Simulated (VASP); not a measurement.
KTaO3: relaxation of the atoms with r2SCAN

The system is KTaO3.

```
K Ta O
1.0
     4.06782    0.00000    0.00000
     0.00000    4.06782    0.00000
     0.00000    0.00000    4.06782
K Ta O
1 1 3
Direct
  0.50000 0.50000 0.50000
  0.00000 0.00000 0.00000
  0.50000 0.00000 0.00000
  0.00000 0.50000 0.00000
  0.00000 0.00000 0.50000
```

| Quantity | Value |
| --- | --- |
| Program | VASP 6.6.1 |
| Task | relaxation of the atoms |
| Functional | r2SCAN |
| Potentials or basis | VASP PAW PBE potentials, release 64 (K_sv, Ta_pv, O) |
| Cutoff | 520 eV |
| k mesh | 8 × 8 × 8 |
| Occupations | fermi-dirac, width 0.02 eV |
| Spin | no spin polarisation |
| Dipole correction | no |
| Further INCAR settings | ALGO = Normal; EDIFF = 1e-07; IBRION = 2; EDIFFG = -0.01; NSW = 50 |

```json
{
  "Pressure after relaxing": "-10.0 GPa",
  "Band gap on the k mesh": "2.44 eV (least direct gap 3.11 eV)"
}
```

Final structure:
```xyz
5
Lattice="4.0678 0.0000 0.0000 0.0000 4.0678 0.0000 0.0000 0.0000 4.0678" Properties=species:S:1:pos:R:3 pbc="T T T"
K     2.0339    2.0339    2.0339
Ta    0.0000    0.0000    0.0000
O     2.0339    0.0000    0.0000
O     0.0000    2.0339    0.0000
O     0.0000    0.0000    2.0339
```

Levels at points of the mesh, in eV from the valence-band top:
| k point | band 17 | band 18 | band 19 | band 20 | band 21 | band 22 |
| --- | --- | --- | --- | --- | --- | --- |
| (0.00, 0.00, 0.00) | -0.67 | -0.67 | -0.67 | 2.44 | 2.44 | 2.44 |
| (0.50, 0.00, 0.00) | -1.40 | -0.87 | -0.87 | 2.57 | 5.02 | 5.02 |
| (0.50, 0.50, 0.00) | -1.39 | -1.39 | -0.03 | 5.06 | 5.06 | 6.26 |
| (0.50, 0.50, 0.50) | 0.00 | 0.00 | 0.00 | 6.37 | 6.37 | 6.37 |

Wall time 2.6 min on 1 thread of Oxide Virtual Turin-like Processor, with other jobs on the host, peak memory 0.17 GiB.

Caveat: the relaxation stopped at its first step, so nothing moved; the PAW data sets were made with another functional, which shifts forces and pressure a little; spin-orbit coupling is left out, which moves the levels of the heavy elements. A k mesh can miss the band edges.
